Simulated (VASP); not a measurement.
Write the native input for VASP 6.6.1 that does the following.

* Task: electric field gradients
* Functional: LDA
* Potentials or basis: VASP PAW LDA potentials, release 64 (In_d, Sb)
* Cutoff: 520 eV
* k mesh: 10 × 10 × 10
* Occupations: fermi-dirac, width 0.03 eV
* Spin: no spin polarisation
* Dipole correction: no
* Further INCAR settings: ALGO = Normal; EDIFF = 1e-08; NBANDS = 16

The structure of InSb lies in POSCAR:

```
InSb
1.0
    0.0000000000      3.2605516185      3.2605516185
    3.2605516185      0.0000000000      3.2605516185
    3.2605516185      3.2605516185      0.0000000000
In Sb
1 1
Direct
    0.0000000000      0.0000000000      0.0000000000
    0.7500000000      0.7500000000      0.7500000000
```

This cell differs from its parent crystal: volume scaled by 1.02.

The input as run:

INCAR

```
  PREC = Accurate
  ENCUT = 520
  EDIFF = 1E-8
  ISMEAR = -1
  SIGMA = 0.03
  LREAL = F
  LASPH = T
  NELM = 80
  ALGO = Normal
  ISIF = 2
  LWAVE = F
  LCHARG = F
  GGA = CA
  LEFG = T
  NBANDS = 16
```

KPOINTS

```
regular mesh
0
Gamma
  10 10 10
```

Potentials or basis: VASP PAW LDA potentials, release 64 (In_d, Sb).

Command:

```sh
$ cat potpaw_LDA.64/In_d/POTCAR potpaw_LDA.64/Sb/POTCAR > POTCAR
$ mpirun -np 1 vasp_std > vasp.out
```

Results of the run:

- Pressure: -1.3 GPa
- Band gap on the k mesh: zero (filled and empty bands touch)

Caveat: without QUAD_EFG the Cq values of the log hold for a quadrupole moment of 1 mb, not for the nuclei; spin-orbit coupling is left out, which moves the levels of the heavy elements.

Wall time 69 s on 1 thread of Intel Xeon 8259CL, on a shared host, peak memory 0.2 GiB.
